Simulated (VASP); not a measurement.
# Sn (I4_1/amd) in VASP: relaxation of cell and atoms with LDA

Aim: the relaxation of cell and atoms of Sn with LDA.

Program: VASP 6.6.1. These are calculated values, not measurements. Logs are shortened: lines on timing, memory, paths and dates and some standing lists are left out, and cuts for length are marked.

### 1 The cell of the first run

Symmetry: I4_1/amd, No. 141, tetragonal system. Conventional cell: a = 5.789 Å, b = 5.789 Å, c = 3.123 Å, α = 90.00°, β = 90.00°, γ = 90.00°. Sn (site symmetry -4m2) has 10 Sn at 3.00 to 3.72 Å within 3.9 Å.

### 2 Relaxation of cell and atoms, LDA

INCAR

```
SYSTEM = Sn
PREC = Accurate
ENCUT = 600
EDIFF = 1E-7
ISMEAR = -1
SIGMA = 0.15
LREAL = .FALSE.
LASPH = .TRUE.
NELM = 60
ALGO = Fast
ISIF = 3
LWAVE = .FALSE.
LCHARG = .FALSE.
GGA = CA
IBRION = 2
NSW = 80
EDIFFG = -0.001
```

KPOINTS

```
Automatic mesh
0
G
  16 16 16
  0 0 0
```

POSCAR

```
Sn
1.0
   -2.8943272853      2.8943272853      1.5614333190
    2.8943272853     -2.8943272853      1.5614333190
    2.8943272853      2.8943272853     -1.5614333190
Sn
2
Direct
    0.0000000000      0.0000000000      0.0000000000
    0.7500000000      0.2500000000      0.5000000000
```

Potentials or basis: VASP PAW LDA potentials, release 64 (Sn_d).

Launch:

```console
$ cat potpaw_LDA.64/Sn_d/POTCAR > POTCAR
$ mpirun -np 1 vasp_std > vasp.out
```

OUTCAR:

```text
SYSTEM = Sn
   PREC = Accurate
   ENCUT = 600
   EDIFF = 1E-7
   ISMEAR = -1
   LREAL = .FALSE.
   LASPH = .TRUE.
   NELM = 60
   ISIF = 3
   GGA = CA
   IBRION = 2
   NSW = 80
   EDIFFG = -0.001

 ion  position               nearest neighbor table
   1  0.000  0.000  0.000-   2 3.00   2 3.00   2 3.00   2 3.00   2 3.72   2 3.72   2 3.72   2 3.72

   2  0.750  0.250  0.500-   1 3.00   1 3.00   1 3.00   1 3.00   1 3.72   1 3.72   1 3.72   1 3.72

  LATTYP: Found a body centered tetragonal cell.
 ALAT       =     5.7886545706
 C/A-ratio  =     0.5394805649

  Lattice vectors:

 A1 = (  -2.8943272853,   2.8943272853,   1.5614333190)
 A2 = (   2.8943272853,  -2.8943272853,   1.5614333190)
 A3 = (   2.8943272853,   2.8943272853,  -1.5614333190)

Analysis of symmetry for initial positions (statically):
=====================================================================
 Subroutine PRICEL returns:
 Original cell was already a primitive cell.

 Routine SETGRP: Setting up the symmetry group for a
 body centered tetragonal supercell.

 Subroutine GETGRP returns: Found 16 space group operations
 (whereof  8 operations were pure point group operations)
 out of a pool of 16 trial point group operations.

The static configuration has the point symmetry D_2d.
 The point group associated with its full space group is D_4h.

Analysis of symmetry for dynamics (positions and initial velocities):
=====================================================================
 Subroutine PRICEL returns:
 Original cell was already a primitive cell.

 Routine SETGRP: Setting up the symmetry group for a
 body centered tetragonal supercell.

 Subroutine GETGRP returns: Found 16 space group operations
 (whereof  8 operations were pure point group operations)
 out of a pool of 16 trial point group operations.

The dynamic configuration has the point symmetry D_2d.
 The point group associated with its full space group is D_4h.

 Subroutine INISYM returns: Found 16 space group operations
 (whereof  8 operations are pure point group operations),
 and found     1 'primitive' translations

----------------------------------------------------------------------------------------

                                     Primitive cell

  volume of cell :      52.3213

  direct lattice vectors                    reciprocal lattice vectors
    -2.894327285  2.894327285  1.561433319     0.000000000  0.172751714  0.320218606
     2.894327285 -2.894327285  1.561433319     0.172751714  0.000000000  0.320218606
     2.894327285  2.894327285 -1.561433319     0.172751714  0.172751714  0.000000000

  length of vectors
     4.380905714  4.380905714  4.380905714     0.363844898  0.363844898  0.244307817

  position of ions in fractional coordinates (direct lattice)
     0.000000000  0.000000000  0.000000000
     0.750000000  0.250000000  0.500000000

  ion indices of the primitive-cell ions
   primitive index   ion index
                 1           1
                 2           2

----------------------------------------------------------------------------------------

 KPOINTS: Automatic mesh

Automatic generation of k-mesh.
 Grid dimensions read from file:
 generate k-points for:   16   16   16

 Generating k-lattice:

  Cartesian coordinates                     Fractional coordinates (reciprocal lattice)
     0.000000000  0.010796982  0.020013663     0.062500000  0.000000000  0.000000000
     0.010796982  0.000000000  0.020013663     0.000000000  0.062500000  0.000000000
     0.010796982  0.010796982  0.000000000     0.000000000  0.000000000  0.062500000

  Length of vectors
     0.022740306  0.022740306  0.015269239

  Shift w.r.t. Gamma in fractional coordinates (k-lattice)
     0.000000000  0.000000000  0.000000000

 Subroutine IBZKPT returns following result:
 ===========================================

 Found    349 irreducible k-points:

 Following reciprocal coordinates:
            Coordinates               Weight
  0.000000  0.000000  0.000000      1.000000
  0.062500  0.000000 -0.000000      8.000000
  0.125000  0.000000 -0.000000      8.000000
  0.187500  0.000000 -0.000000      8.000000
  0.250000  0.000000 -0.000000      8.000000
  0.312500  0.000000  0.000000      8.000000
[... 16 lines left out ...]
 -0.125000  0.062500  0.000000     16.000000
 -0.062500  0.062500  0.000000      4.000000
 [... further k-points ...]
   k-points           NKPTS =    349   k-points in BZ     NKDIM =    349   number of bands    NBANDS=     18
   number of dos      NEDOS =    301   number of ions     NIONS =      2
   total plane-waves  NPLWV =  46656
   dimension x,y,z NGX =    36 NGY =   36 NGZ =   36
   dimension x,y,z NGXF=    72 NGYF=   72 NGZF=   72
   ions per type =               2
   NGX,Y,Z   is equivalent  to a cutoff of  13.66, 13.66, 13.66 a.u.
   NGXF,Y,Z  is equivalent  to a cutoff of  27.32, 27.32, 27.32 a.u.
 SYSTEM =  Sn
   PREC   = accura    normal or accurate (medium, high low for compatibility)
   ISTART =      0    job   : 0-new  1-cont  2-samecut
   ICHARG =      2    charge: 1-file 2-atom 10-const
   ISPIN  =      1    spin polarized calculation?
   LNONCOLLINEAR =      F non collinear calculations
   LSORBIT =      F    spin-orbit coupling
   LASPH  =      T    aspherical Exc in radial PAW
   ENCUT  =  600.0 eV  44.10 Ry    6.64 a.u.   8.75  8.75  8.75*2*pi/ulx,y,z
   NELM   =     60;   NELMIN=  2; NELMDL= -5     # of ELM steps
   EDIFF  = 0.1E-06   stopping-criterion for ELM
   LREAL  =      F    real-space projection
   EDIFFG = -.1E-02   stopping-criterion for IOM
   NSW    =     80    number of steps for IOM
   IBRION =      2    ionic relax: 0-MD 1-quasi-New 2-CG
   NFREE  =      1    steps in history (QN), initial steepest desc. (CG)
   ISIF   =      3    stress and relaxation
   ISYM   =      2    0-nonsym 1-usesym 2-fastsym
   POTIM  = 0.5000    time-step for ionic-motion
   TEBEG  =    0.0;   TEEND  =   0.0 temperature during run
   PSTRESS=    0.0 pullay stress
   NELECT =      28.0000    total number of electrons
   NUPDOWN=      -1.0000    fix difference up-down
   EMIN   =  10.00;   EMAX   =-10.00  energy-range for DOS
   EFERMI =   0.00;   METHOD = LEGACY
   ISMEAR =    -1;   SIGMA  =   0.15  broadening in eV -4-tet -1-fermi 0-gaus
   EFERMI_NEDOS =   21; number of points for ismear=-14 and -15
   IALGO  =     68    algorithm
   IMIX   =      4    mixing-type and parameters
     AMIX     =   0.40;   BMIX     =  1.00
     AMIX_MAG =   1.60;   BMIX_MAG =  1.00
  volume/ion in A,a.u.               =      26.16       176.54
  Fermi-wavevector in a.u.,A,eV,Ry     =   1.329131  2.511694 24.035922  1.766590
  Thomas-Fermi vector in A             =   2.458317
   LORBIT       =      0    0 simple, 1 ext, 2 COOP (PROOUT), +10 PAW based schemes
   GGA     = CA    functional components
   LHFCALC =     F    Hartree Fock is set to
   AEXX    =    0.0000 exact exchange contribution
   IVDW    =     0    specifies the selected vdW correction
   LEPSILON=     F    determine dielectric tensor
   LRPA    =     F    only Hartree local field effects (RPA)
 conjugate gradient relaxation of ions
 non-spin polarized calculation
 RMM-DIIS sequential band-by-band and
  energy-cutoff  :      600.00
  volume of cell :       52.32
 maximum number of plane-waves:      1763
   NGX = 17   NGY = 17   NGZ = 17

--------------------------------------- Ionic step        1  -------------------------------------------

 number of electron      28.0000009 magnetization

 Free energy of the ion-electron system (eV)
  ---------------------------------------------------
  ext. energy  EPLUGINS =         0.00000000
  ---------------------------------------------------
  free energy    TOTEN  =        -9.01477008 eV

  energy without entropy =       -8.94833848  energy(sigma->0) =       -8.98155428

------------------------ aborting loop because EDIFF is reached ----------------------------------------

  FORCE on cell =-STRESS in cart. coord.  units (eV):
  Direction    XX          YY          ZZ          XY          YZ          ZX
  --------------------------------------------------------------------------------------
  -------------------------------------------------------------------------------------
  Total        0.0930335      0.0930335      0.0529439      0.0000000      0.0000000      0.0000000
  in kB        2.8488608      2.8488608      1.6212409      0.0000000      0.0000000      0.0000000
  external PRESSURE =       2.4396542 kB  Pullay stress =       0.0000000 kB
[... 89 lines left out ...]
  FREE ENERGIE OF THE ION-ELECTRON SYSTEM (eV)
  ---------------------------------------------------
  free  energy   TOTEN  =        -9.0148857895 eV

  energy  without entropy=       -8.9481519381  energy(sigma->0) =       -8.98151886

[... ionic steps 4 to 14 ...]

--------------------------------------- Ionic step       15  -------------------------------------------

 number of electron      28.0000008 magnetization

------------------------ aborting loop because EDIFF is reached ----------------------------------------

  FORCE on cell =-STRESS in cart. coord.  units (eV):
  Direction    XX          YY          ZZ          XY          YZ          ZX
  --------------------------------------------------------------------------------------
  -------------------------------------------------------------------------------------
  Total       -0.0028738     -0.0028738     -0.0013600      0.0000000      0.0000000      0.0000000
  in kB       -0.0877172     -0.0877172     -0.0415110      0.0000000      0.0000000      0.0000000
  external PRESSURE =      -0.0723151 kB  Pullay stress =       0.0000000 kB
[... 57 lines left out ...]
  energy  without entropy=       -8.9481490769  energy(sigma->0) =       -8.98151976

--------------------------------------- Ionic step       17  -------------------------------------------

 number of electron      28.0000008 magnetization

 Free energy of the ion-electron system (eV)
  ---------------------------------------------------
  ext. energy  EPLUGINS =         0.00000000
  ---------------------------------------------------
  free energy    TOTEN  =        -9.01489043 eV

  energy without entropy =       -8.94815004  energy(sigma->0) =       -8.98152024

 E-fermi :   8.1122     XC(G=0): -10.7048

 val. band max:        8.0934811091   @ k =  -0.1250   0.1875   0.0625
 cond. band min:       8.1144509123   @ k =  -0.2500   0.1250   0.0000
 fundamental gap:      0.0209698032
 Fermi energy:         8.1122245970

 k-point     1 :       0.0000    0.0000    0.0000
  band No.  band energies     occupation
      1     -13.4794      2.00000
      2     -13.3967      2.00000
      3     -13.3415      2.00000
      4     -13.3385      2.00000
      5     -13.1538      2.00000
      6     -13.1538      2.00000
[... 10 lines left out ...]
     17      14.3521      0.00000
     18      15.2920      0.00000
[... 466 lines left out ...]
      2     -13.3973      2.00000
      3     -13.3406      2.00000
      4     -13.3385      2.00000
      5     -13.1555      2.00000
      6     -13.1520      2.00000
[... 10 lines left out ...]
     17      14.1400      0.00000
     18      15.3324      0.00000

 [... further k-points ...]

------------------------ aborting loop because EDIFF is reached ----------------------------------------

  FORCE on cell =-STRESS in cart. coord.  units (eV):
  Direction    XX          YY          ZZ          XY          YZ          ZX
  --------------------------------------------------------------------------------------
  -------------------------------------------------------------------------------------
  Total       -0.0017136     -0.0017136     -0.0001824      0.0000000      0.0000000      0.0000000
  in kB       -0.0523055     -0.0523055     -0.0055688      0.0000000      0.0000000      0.0000000
  external PRESSURE =      -0.0367266 kB  Pullay stress =       0.0000000 kB
[... 17 lines left out ...]
  FREE ENERGIE OF THE ION-ELECTRON SYSTEM (eV)
  ---------------------------------------------------
  free  energy   TOTEN  =        -9.0148904341 eV

  energy  without entropy=       -8.9481500377  energy(sigma->0) =       -8.98152024

 reached required accuracy - stopping structural energy minimisation
```

It took 18 min on 1 thread of Intel Xeon 6975P-C (Granite Rapids), shared host; peak memory 0.45 GiB.

What came out:

| Quantity | Value |
| --- | --- |
| Free energy | -9.0149 eV |
| Relaxed volume | 26.24 Å³/atom |
| Relaxed cell | a = 4.387 Å, b = 4.387 Å, c = 4.387 Å, α = 97.28°, β = 97.28°, γ = 138.29° |
| Space group after relaxing (to 0.1 Å) | I4_1/amd (No. 141) |
| Energy gained by relaxing | 0.1 meV/atom |
| Ionic steps | 17 |
| Pressure after relaxing | 0.0 GPa |
| Band gap on the k mesh | zero (bands 14 and 15 overlap by 4.39 eV) |

Step by step:
```
step  energy change (eV)  largest force (eV/Å)  pressure (GPa)  volume (Å³)
   1              0.0000                0.0000            0.24        52.32
   2             -0.0001                0.0000           -0.16        52.62
   3             -0.0001                0.0000            0.02        52.49
   4             -0.0001                0.0000           -0.05        52.51
   5             -0.0001                0.0000            0.01        52.50
   6             -0.0001                0.0000           -0.01        52.50
   7             -0.0001                0.0000            0.00        52.50
   8             -0.0001                0.0000           -0.01        52.50
   9             -0.0001                0.0000            0.00        52.49
  10             -0.0001                0.0000           -0.01        52.49
  11             -0.0001                0.0000            0.04        52.48
  12             -0.0001                0.0000           -0.02        52.49
  13             -0.0001                0.0000            0.00        52.49
  14             -0.0001                0.0000            0.01        52.49
  15             -0.0001                0.0000           -0.01        52.49
  16             -0.0001                0.0000           -0.01        52.49
  17             -0.0001                0.0000            0.00        52.49
```

Final structure:
```cif
data_structure
_symmetry_space_group_name_H-M 'P 1'
_symmetry_Int_Tables_number 1
_cell_length_a 4.3868
_cell_length_b 4.3868
_cell_length_c 4.3868
_cell_angle_alpha 97.281
_cell_angle_beta 97.281
_cell_angle_gamma 138.290
_cell_volume 52.49
loop_
_atom_site_label
_atom_site_type_symbol
_atom_site_fract_x
_atom_site_fract_y
_atom_site_fract_z
_atom_site_occupancy
Sn1 Sn 0.00000 0.00000 0.00000 1
Sn2 Sn 0.75000 0.25000 0.50000 1
```

Caveat: spin-orbit coupling is left out, which moves the levels of the heavy elements.
